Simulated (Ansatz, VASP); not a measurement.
# One calculation of AlNi, two programs

The input INCAR:

```
PREC = Accurate
ENCUT = 600
EDIFF = 1E-7
ISMEAR = -1
SIGMA = 0.15
LREAL = F
LASPH = T
NELM = 100
ALGO = Fast
ISIF = 3
LWAVE = F
LCHARG = F
IBRION = 2
NSW = 80
EDIFFG = -0.001
```

Contents of KPOINTS:

```
Automatic mesh
0
Gamma
  16 16 14
```

The input POSCAR:

```
AlNi
1.0
    2.0002936820     -2.0003215684      0.0000000000
    2.0002936820      2.0003215684      0.0000000000
    0.0000000000      0.0000000000      2.8396417508
Al Ni
1 1
Direct
    0.0000000000      0.0000000000      0.0000000000
    0.5000000000      0.5000000000      0.5000000000
```

Input for Ansatz:

```yaml
crystal:
  lattice:
    - [2.000293682, -2.0003215684, 0.0]
    - [2.000293682, 2.0003215684, 0.0]
    - [0.0, 0.0, 2.8396417508]
  atoms:
    - { symbol: Al, position: [0.0, 0.0, 0.0] }
    - { symbol: Ni, position: [0.5, 0.5, 0.5] }
basis:
  ecutwfc: 420
kpoints:
  mp_grid: { grid: [16, 16, 14] }
hamiltonian:
  xc: lda
scf:
  occupations: { method: fermi_dirac, width: 0.15 }
output:
  forces: true
  stress: true
  eigenvalues: true
relax:
  adjacent_minimum: "off"
  f_tol: 0.001
  max_steps: 60
  cell: { stress_tol: 0.01 }
```

Alike in both runs: task relaxation of cell and atoms; functional LDA; k mesh 16 × 16 × 14; occupations fermi-dirac, width 0.15 eV; no spin polarisation.

|  | VASP | Ansatz |
| --- | --- | --- |
| version | VASP 6.6.1 | Ansatz 0.2.0 |
| potentials or method | VASP PAW LDA potentials, release 64 (Al, Ni), cutoff 600 eV | scalar-relativistic, plane waves, PAW |
| valence electrons in the cell | 13 | 21 |

|  | VASP | Ansatz | Ansatz less VASP |
| --- | --- | --- | --- |
| gap on the k mesh at the Fermi level, each at its own relaxed structure (eV) | none | none | - |
| relaxed volume (Å³/atom) | 11.39 | 11.37 | -0.019 |
| relaxed cell length with the largest relative difference (Å) | 2.834 | 2.832 | -0.0017 |

LDA's correlation is that of Perdew and Zunger in VASP and of Perdew and Wang (1992) in Ansatz. A gap of «none» marks a metal or a gap that the smearing closes. VASP's potentials hold 13 valence electrons a cell and Ansatz's 21, so a difference there can come from the potentials and not from the codes. Ansatz's warnings: near symmetry operations not taken.
